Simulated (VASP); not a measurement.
**Rh: single point with PBEsol**

Rh:

```
Rh
1.0
     2.72466    0.00000    0.00000
    -1.36233    2.18955    0.00000
     0.00000    0.00000    9.04781
Rh
4
Direct
  0.00000 0.00000 0.00000
  0.33333 0.66667 0.25000
  0.00000 0.00000 0.50000
  0.66667 0.33333 0.75000
```

This cell differs from its parent crystal: strain +e along x and -e along y +0.0367, strain +e along z and -e/2 along x and y +0.0367.

| Item | Value |
| --- | --- |
| Program | VASP 6.6.1 |
| Task | single point |
| Functional | PBEsol |
| Potentials or basis | VASP PAW PBE potentials, release 64 (Rh_pv) |
| Cutoff | 520 eV |
| k mesh | 18 × 18 × 6 |
| Occupations | gaussian, width 0.15 eV |
| Spin | no spin polarisation |
| Dipole correction | no |
| Further INCAR settings | ALGO = Fast; EDIFF = 1e-06; NBANDS = 38 |

```yaml
Pressure: 3.1 GPa
Largest_force: 0.127 eV/Å
Band_gap_on_the_k_mesh: zero (bands 30 and 31 overlap by 2.39 eV)
```

Forces in eV/Å, atoms in the order of the input:
```
Rh   0.000  0.000  0.000
Rh   0.000  0.127  0.000
Rh   0.000  0.000  0.000
Rh   0.000 -0.127  0.000
```

Stress tensor (GPa, compression positive):
```
 -2.84   0.00   0.00
  0.00  24.33   0.00
  0.00   0.00 -12.12
```

Levels at points of the mesh, in eV from the Fermi level:
```tsv
k point	band 28	band 29	band 30	band 31	band 32	band 33
(0.00, 0.00, 0.00)	-1.38	-1.04	-0.75	-0.51	-0.44	-0.14
(0.50, 0.00, 0.00)	0.63	0.77	0.77	0.98	1.11	1.14
(0.00, 0.50, 0.00)	0.85	1.06	1.16	1.18	1.27	1.86
(0.00, 0.00, 0.50)	-1.59	-1.13	-1.13	-0.80	-0.80	0.01
(0.50, 0.00, 0.50)	0.00	0.73	0.73	0.89	0.89	2.85
(0.00, 0.50, 0.50)	-0.36	1.09	1.09	1.24	1.24	3.37
```

Wall time 8.6 min on 1 thread of Intel(R) Xeon(R) Platinum 8488C (Sapphire Rapids), on a shared host, peak memory 0.56 GiB.

Caveat: the cell differs from its parent crystal (strain +e along x and -e along y +0.0367, strain +e along z and -e/2 along x and y +0.0367); the stress differs along the axes, from -12 to 24 GPa; the PAW data sets were made with another functional, which shifts forces and pressure a little.
